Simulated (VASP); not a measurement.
Set up this calculation in VASP 6.6.1, as the native input.

* Task: single point
* Functional: r2SCAN
* Potentials or basis: VASP PAW PBE potentials, release 64 (Y_sv, Ta_pv, P)
* Cutoff: 520 eV
* k mesh: 5 × 5 × 2
* Occupations: gaussian, width 0.0157 eV
* Spin: no spin polarisation
* Dipole correction: no
* Further INCAR settings: ALGO = Normal; EDIFF = 1e-07; NBANDS = 36

Crystal: YTaP.

```
Y Ta P
1.0
     3.58680    0.00000    0.00000
     0.00000    3.58680    0.00000
     0.00000    0.00000    9.08050
Y Ta P
2 2 2
Direct
  0.00000 0.50000 0.90000
  0.50000 0.00000 0.10000
  0.00000 0.50000 0.33500
  0.50000 0.00000 0.66500
  0.00000 0.50000 0.61700
  0.50000 0.00000 0.38300
```

One way to write it, as run:

POSCAR

```
YTaP
1.0
    3.5867980000      0.0000000000      0.0000000000
    0.0000000000      3.5867980000      0.0000000000
    0.0000000000      0.0000000000      9.0805010000
Y Ta P
2 2 2
Direct
    0.0000000000      0.5000000000      0.9000000000
    0.5000000000      0.0000000000      0.1000000000
    0.0000000000      0.5000000000      0.3350000000
    0.5000000000      0.0000000000      0.6650000000
    0.0000000000      0.5000000000      0.6170000000
    0.5000000000      0.0000000000      0.3830000000
```

INCAR.step1

```
SYSTEM = YTaP
ALGO = Normal
EDIFF = 1E-4
ENCUT = 520
GGA = PE
ISMEAR = 0
LASPH = .True.
LCHARG = .False.
LREAL = .False.
LWAVE = .True.
NBANDS = 36
NELM = 60
PREC = Accurate
SIGMA = 0.0157
```

INCAR.step2

```
SYSTEM = YTaP
ALGO = Normal
EDIFF = 1E-7
ENCUT = 520
ISIF = 2
ISMEAR = 0
ISTART = 1
LASPH = .True.
LCHARG = .False.
LMIXTAU = .True.
LREAL = .False.
LWAVE = .False.
METAGGA = R2SCAN
NBANDS = 36
NELM = 60
PREC = Accurate
SIGMA = 0.0157
```

KPOINTS

```
k-points
0
Gamma
  5 5 2
  0 0 0
```

Potentials or basis: VASP PAW PBE potentials, release 64 (Y_sv, Ta_pv, P).

Run with:

```bash
$ cat potpaw_PBE.64/Y_sv/POTCAR potpaw_PBE.64/Ta_pv/POTCAR potpaw_PBE.64/P/POTCAR > POTCAR
$ cp INCAR.step1 INCAR
$ mpirun -np 1 vasp_std > vasp.out
$ cp INCAR.step2 INCAR
$ mpirun -np 1 vasp_std > vasp.out
```

It gave:

```yaml
Pressure: 5.7 GPa
Largest_force: 1.295 eV/Å
Band_gap_on_the_k_mesh: zero (bands 27 and 28 overlap by 0.66 eV)
```

Caveat: the cell stands under pressure; the PAW data sets were made with another functional, which shifts forces and pressure a little; spin-orbit coupling is left out, which moves the levels of the heavy elements.

Wall time 2.7 min on 1 thread of Intel(R) Xeon(R) Platinum 8488C (Sapphire Rapids) (shared host), peak memory 0.26 GiB.
